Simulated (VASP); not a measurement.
# AlNi (Cmmm) in VASP: notebook, part 2 of 2

VASP 6.6.1. The steps go on from the part before.

### 3 Single point, PBEsol

Contents of INCAR:

```
PREC = Accurate
ENCUT = 520
EDIFF = 1E-7
ISMEAR = 1
SIGMA = 0.05
LREAL = False
LASPH = True
NELM = 60
ALGO = Fast
ISIF = 2
LWAVE = False
LCHARG = False
GGA = PS
NBANDS = 14
```

Contents of KPOINTS:

```
Automatic mesh
0
Gamma
  16 16 14
```

Contents of POSCAR:

```
AlNi
1.0
    1.9386940000     -1.9531901500      0.0000000000
    1.9386940000      1.9531901500      0.0000000000
    0.0000000000      0.0000000000      3.0994300413
Al Ni
1 1
Direct
    0.0000000000      0.0000000000      0.0000000000
    0.5000000000      0.5000000000      0.5000000000
```

Potentials or basis: VASP PAW PBE potentials, release 64 (Al, Ni).

Started as:

```bash
cat potpaw_PBE.64/Al/POTCAR potpaw_PBE.64/Ni/POTCAR > POTCAR
mpirun -np 1 vasp_std > vasp.out
```

OUTCAR:

```text
PREC = Accurate
   ENCUT = 520
   EDIFF = 1E-7
   ISMEAR = 1
   LREAL = False
   LASPH = True
   NELM = 60
   ISIF = 2
   GGA = PS

 ion  position               nearest neighbor table
   1  0.000  0.000  0.000-   2 2.48   2 2.48   2 2.48   2 2.48   2 2.49   2 2.49   2 2.49   2 2.49

   2  0.500  0.500  0.500-   1 2.48   1 2.48   1 2.48   1 2.48   1 2.49   1 2.49   1 2.49   1 2.49

  LATTYP: Found a base centered orthorhombic cell.
 ALAT       =     3.8773880000
 B/A-ratio  =     1.0074772759
 C/A-ratio  =     0.7993603017

  Lattice vectors:

 A1 = (   1.9386940000,  -1.9531901500,   0.0000000000)
 A2 = (   1.9386940000,   1.9531901500,   0.0000000000)
 A3 = (   0.0000000000,   0.0000000000,   3.0994300413)

Analysis of symmetry for initial positions (statically):
=====================================================================
 Subroutine PRICEL returns:
 Original cell was already a primitive cell.

 Routine SETGRP: Setting up the symmetry group for a
 base centered orthorhombic supercell.

 Subroutine GETGRP returns: Found  8 space group operations
 (whereof  8 operations were pure point group operations)
 out of a pool of  8 trial point group operations.

[... 178 lines left out ...]
      7      13.0813      0.00000
      8      17.1842      0.00000
      9      17.2279      0.00000
     10      17.3229      0.00000
     11      18.8090      0.00000
     12      24.7650      0.00000
     13      30.5545      0.00000
     14      30.5638      0.00000
[... 377 lines left out ...]
      1      -0.9804      2.00000
      2       6.7528      2.00000
      3       6.8740      2.00000
      4       8.4215      2.00000
      5       8.4470      2.00000
      6       8.7265      2.00000
      7      13.3241      0.00000
      8      15.9154      0.00000
      9      16.4433      0.00000
     10      17.7557      0.00000
     11      20.3280      0.00000
     12      25.4397      0.00000
     13      29.3233      0.00000
     14      29.5889      0.00000

 [... further k-points ...]

------------------------ aborting loop because EDIFF is reached ----------------------------------------

  FORCE on cell =-STRESS in cart. coord.  units (eV):
  Direction    XX          YY          ZZ          XY          YZ          ZX
  --------------------------------------------------------------------------------------
  -------------------------------------------------------------------------------------
  Total        0.5558987      0.3293478     -0.6120146      0.0000000      0.0000000      0.0000000
  in kB       37.9437827     22.4801745    -41.7740637      0.0000000      0.0000000      0.0000000
  external PRESSURE =       6.2166312 kB  Pullay stress =       0.0000000 kB

 VOLUME and BASIS-vectors are now :
 -----------------------------------------------------------------------------
  energy-cutoff  :      520.00
  volume of cell :       23.47
      direct lattice vectors                 reciprocal lattice vectors
     1.938694000 -1.953190150  0.000000000     0.257905580 -0.255991461  0.000000000
     1.938694000  1.953190150  0.000000000     0.257905580  0.255991461  0.000000000
     0.000000000  0.000000000  3.099430041     0.000000000  0.000000000  0.322639965

 POSITION                                       TOTAL-FORCE (eV/Angst)
 -----------------------------------------------------------------------------------
      0.00000      0.00000      0.00000         0.000000      0.000000      0.000000
      1.93869      0.00000      1.54972        -0.000000     -0.000000      0.000000
 -----------------------------------------------------------------------------------
    total drift:                                0.000000      0.000000      0.000000

  FREE ENERGIE OF THE ION-ELECTRON SYSTEM (eV)
  ---------------------------------------------------
  free  energy   TOTEN  =       -11.5410803650 eV

  energy  without entropy=      -11.5411556436  energy(sigma->0) =      -11.54110546
```

OSZICAR:

```text
N       E                     dE             d eps       ncg     rms          rms(c)
DAV:   1     0.393152353524E+02    0.39315E+02   -0.54144E+03 16654   0.978E+02
DAV:   2    -0.114835187349E+02   -0.50799E+02   -0.45773E+02 17456   0.180E+02
DAV:   3    -0.132270801793E+02   -0.17436E+01   -0.17287E+01 20752   0.368E+01
DAV:   4    -0.132499989896E+02   -0.22919E-01   -0.22913E-01 19154   0.386E+00
DAV:   5    -0.132506706937E+02   -0.67170E-03   -0.67169E-03 21010   0.720E-01    0.132E+01
RMM:   6    -0.156101192156E+02   -0.23594E+01   -0.16711E+01 20010   0.512E+01    0.183E+01
RMM:   7    -0.115664217443E+02    0.40437E+01   -0.45719E+00 18334   0.260E+01    0.119E+00
RMM:   8    -0.115532860780E+02    0.13136E-01   -0.11556E-01 17435   0.344E+00    0.800E-01
RMM:   9    -0.115452696603E+02    0.80164E-02   -0.32876E-02 18437   0.113E+00    0.589E-01
RMM:  10    -0.115411487264E+02    0.41209E-02   -0.88927E-03 19918   0.118E+00    0.167E-01
RMM:  11    -0.115412218054E+02   -0.73079E-04   -0.10052E-03 22141   0.375E-01    0.126E-01
RMM:  12    -0.115410696648E+02    0.15214E-03   -0.33368E-04 22317   0.197E-01    0.326E-02
RMM:  13    -0.115410794589E+02   -0.97941E-05   -0.92767E-05 22562   0.657E-02    0.981E-03
RMM:  14    -0.115410799153E+02   -0.45645E-06   -0.15810E-05 22981   0.304E-02    0.949E-03
RMM:  15    -0.115410804327E+02   -0.51736E-06   -0.41781E-06 23055   0.131E-02    0.140E-02
RMM:  16    -0.115410803650E+02    0.67678E-07   -0.58528E-07 18965   0.680E-03
   1 F= -.11541080E+02 E0= -.11541105E+02  d E =0.752786E-04
```

stdout:

```text
POSCAR found type information on POSCAR AlNi
 POSCAR found :  2 types and       2 ions
 scaLAPACK will be used
 -----------------------------------------------------------------------------
|                                                                             |
|                                                                             |
|     You enforced a specific xc type in the INCAR file but a different       |
|     I HOPE YOU KNOW WHAT YOU ARE DOING!                                     |
|                                                                             |
 -----------------------------------------------------------------------------

 LDA part: xc-table for (Slater+PW92), standard interpolation
 POSCAR, INCAR and KPOINTS ok, starting setup
 FFT: planning ... GRIDC
 FFT: planning ... GRID_SOFT
 FFT: planning ... GRID
 WAVECAR not read
 entering main loop
WARNING in EDDRMM: call to ZHEGV failed, returncode =   8  4     14
WARNING in EDDRMM: call to ZHEGV failed, returncode =   8  4     14
WARNING in EDDRMM: call to ZHEGV failed, returncode =   8  4     14
```

Wall time 63 s (1 thread of Intel Xeon 6975P-C (Granite Rapids), shared host); peak memory 0.29 GiB.

What came out:

- Free energy: -11.5411 eV
- Pressure: 0.6 GPa
- Band gap on the k mesh: zero (an odd number of electrons rules out a gap without spin polarisation)

Stress tensor (GPa, compression positive):
```
 3.79  0.00  0.00
 0.00  2.25  0.00
 0.00  0.00 -4.18
```

Levels at points of the mesh, in eV from the Fermi level:
```
           k point  band 5  band 6  band 7  band 8  band 9  band 10
(0.00, 0.00, 0.00)   -1.67   -1.37    2.92    7.02    7.07     7.16
(0.50, 0.00, 0.00)   -2.09   -1.55   -0.38    7.76    7.92     9.37
(0.50, 0.50, 0.00)   -2.45   -2.33   -0.87    2.19    3.29    10.78
(0.00, 0.00, 0.50)   -2.10   -1.33   -1.27    8.40   11.16    11.21
(0.50, 0.00, 0.50)   -2.01   -1.93   -1.25    1.28    2.19    13.60
(0.50, 0.50, 0.50)   -0.86    1.82    2.05    2.17    3.95     4.06
```

Caveat: the stress differs along the axes, from -4 to 4 GPa; the PAW data sets were made with another functional, which shifts forces and pressure a little. Spin polarisation is off, so any magnetic state and its effect on volume and gap are missing.

### 4 Single point, PBEsol

Contents of INCAR:

```
PREC     = Accurate       # precision mode
ENCUT    = 520            # plane-wave cutoff, eV
EDIFF    = 1E-6           # SCF threshold, eV
ISMEAR   = 1              # smearing method
SIGMA    = 0.1            # smearing width, eV
LREAL    = F              # projectors in reciprocal space
LASPH    = T              # aspherical terms in the spheres
NELM     = 60             # most SCF steps
ALGO     = Fast           # electronic algorithm
ISIF     = 2              # what is computed and relaxed
LWAVE    = F              # write WAVECAR
LCHARG   = F              # write CHGCAR
GGA      = PS             # functional
NBANDS   = 14             # bands
```

KPOINTS is that of step 3.

POSCAR is that of step 3.

Started as:

```bash
cat potpaw_PBE.64/Al/POTCAR potpaw_PBE.64/Ni/POTCAR > POTCAR
mpirun -np 1 vasp_std > vasp.out
```

Wall time 2.7 min (1 thread of Intel Xeon Platinum 8259CL at 2.50GHz (Skylake/Cascade Lake), shared host); peak memory 0.29 GiB.

It converged, with:

| Item | Value |
| --- | --- |
| Free energy | -11.5411 eV |
| Pressure | 0.4 GPa |
| Band gap on the k mesh | zero (an odd number of electrons rules out a gap without spin polarisation) |

Stress tensor (GPa, compression positive):
```
 3.48  0.00  0.00
 0.00  1.94  0.00
 0.00  0.00 -4.30
```

Levels at points of the mesh, in eV from the Fermi level:
| k point | band 4 | band 5 | band 6 | band 7 | band 8 | band 9 | band 10 | band 11 |
| --- | --- | --- | --- | --- | --- | --- | --- | --- |
| (0.00, 0.00, 0.00) | -1.68 | -1.66 | -1.37 | 2.92 | 7.03 | 7.07 | 7.16 | 8.65 |
| (0.50, 0.00, 0.00) | -2.78 | -2.09 | -1.55 | -0.38 | 7.76 | 7.92 | 9.38 | 11.61 |
| (0.50, 0.50, 0.00) | -2.47 | -2.44 | -2.32 | -0.87 | 2.20 | 3.29 | 10.79 | 13.50 |
| (0.00, 0.00, 0.50) | -2.12 | -2.09 | -1.33 | -1.26 | 8.40 | 11.17 | 11.21 | 11.51 |
| (0.50, 0.00, 0.50) | -2.88 | -2.01 | -1.93 | -1.24 | 1.28 | 2.19 | 13.61 | 15.56 |
| (0.50, 0.50, 0.50) | -1.21 | -0.86 | 1.82 | 2.06 | 2.18 | 3.95 | 4.06 | 4.15 |

Caveat: the stress differs along the axes, from -4 to 3 GPa; the PAW data sets were made with another functional, which shifts forces and pressure a little.

### 5 Summary

```csv
smearing,further INCAR settings,gap on the mesh (eV),pressure (GPa)
methfessel-paxton 0.01 eV,ALGO = Fast; EDIFF = 1e-06; NBANDS = 14,none,0.6
methfessel-paxton 0.05 eV,ALGO = Fast; EDIFF = 1e-07; NBANDS = 14,none,0.6
methfessel-paxton 0.1 eV,ALGO = Fast; EDIFF = 1e-06; NBANDS = 14,none,0.4
```

Alike in all rows: task single point; level PBEsol; potentials or basis VASP PAW PBE potentials, release 64 (Al, Ni); no spin polarisation; cell as given; k mesh 16 × 16 × 14; cutoff (eV) 520.

Caveats: the PAW data sets were made with another functional, which shifts forces and pressure a little; the stress differs along the axes, from -4 to 4 GPa (at least some runs); the stress differs along the axes, from -4 to 3 GPa (at least some runs).

Total energies depend on the potentials used, so only differences within one code and one set of settings carry meaning.
